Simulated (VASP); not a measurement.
A run of VASP 6.6.1 is set up as follows.

The input INCAR:

```
  PREC = Accurate
  ENCUT = 520
  EDIFF = 1E-7
  ISMEAR = -1
  SIGMA = 0.01
  LREAL = False
  LASPH = True
  NELM = 100
  ALGO = Normal
  ISIF = 2
  LWAVE = False
  LCHARG = False
  GGA = PS
  NBANDS = 16
```

File KPOINTS:

```
regular mesh
0
Gamma
  8 8 8
```

File POSCAR:

```
ZnS
1.0
    0.0000000000      2.7857895000      2.7046500000
    2.7857895000      0.0000000000      2.7046500000
    2.7857895000      2.7857895000      0.0000000000
Zn S
1 1
Direct
    0.0000000000      0.0000000000      0.0000000000
    0.7500000000      0.7500000000      0.7500000000
```

Potentials or basis: VASP PAW PBE potentials, release 64 (Zn, S).

Run with:

```console
$ cat potpaw_PBE.64/Zn/POTCAR potpaw_PBE.64/S/POTCAR > POTCAR
$ mpirun -np 1 vasp_std > vasp.out
```

Predict the pressure.

-5.6 GPa.

Predict the band gap on the k mesh.

1.65 eV, direct.

Stress tensor (GPa, compression positive):
```
-6.01  0.00  0.00
 0.00 -6.01  0.00
 0.00  0.00 -4.77
```

Caveat: the cell differs from its parent crystal (equal xx and yy strain of +3 %); the PAW data sets were made with another functional, which shifts forces and pressure a little.
